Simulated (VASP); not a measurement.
# InSe: single point with PBEsol

Crystal: InSe.

```xyz
4
Lattice="5.6919 -1.9933 0.0000 5.6919 1.9933 0.0000 -1.5514 0.0000 4.3237" Properties=species:S:1:pos:R:3 pbc="T T T"
In   10.0555    0.0000    0.0216
In   -0.2232    0.0000    4.3020
Se    6.5172    0.0000    2.7758
Se    3.3151    0.0000    1.5479
```

This cell differs from its parent crystal: equal xx and yy strain of -3 %.

| Quantity | Value |
| --- | --- |
| Program | VASP 6.6.1 |
| Task | single point |
| Functional | PBEsol |
| Potentials or basis | VASP PAW PBE potentials, release 64 (In_d, Se) |
| Cutoff | 520 eV |
| k mesh | 7 × 7 × 6 |
| Occupations | fermi-dirac, width 0.02 eV |
| Spin | no spin polarisation |

The pressure is 4.3 GPa and the largest force is 0.921 eV/Å. The band gap on the k mesh is 1.10 eV (least direct gap 1.45 eV).

Forces on the atoms (eV/Å):
```
In  -0.110  0.000  0.614
In   0.110  0.000 -0.614
Se  -0.850  0.000 -0.354
Se   0.850  0.000  0.354
```

Stress tensor (GPa, compression positive):
```
8.38 0.00 2.70
0.00 2.28 0.00
2.70 0.00 2.34
```

Levels at points of the mesh, in eV from the valence-band top:
```
           k point  band 16  band 17  band 18  band 19  band 20  band 21  band 22  band 23
(0.00, 0.00, 0.00)    -3.09    -2.38    -2.06    -1.16     3.09     3.35     4.34     4.72
(0.00, 0.00, 0.50)    -1.78    -1.66    -1.22    -0.41     1.14     2.26     3.42     3.75
```

Run time: 9 min on 1 thread of Intel Xeon 8259CL, with other jobs on the host, peak memory 0.41 GiB.

Caveat: the cell differs from its parent crystal (equal xx and yy strain of -3 %); the stress differs along the axes, from 2 to 8 GPa; the PAW data sets were made with another functional, which shifts forces and pressure a little; spin-orbit coupling is left out, which moves the levels of the heavy elements. A k mesh can miss the band edges.
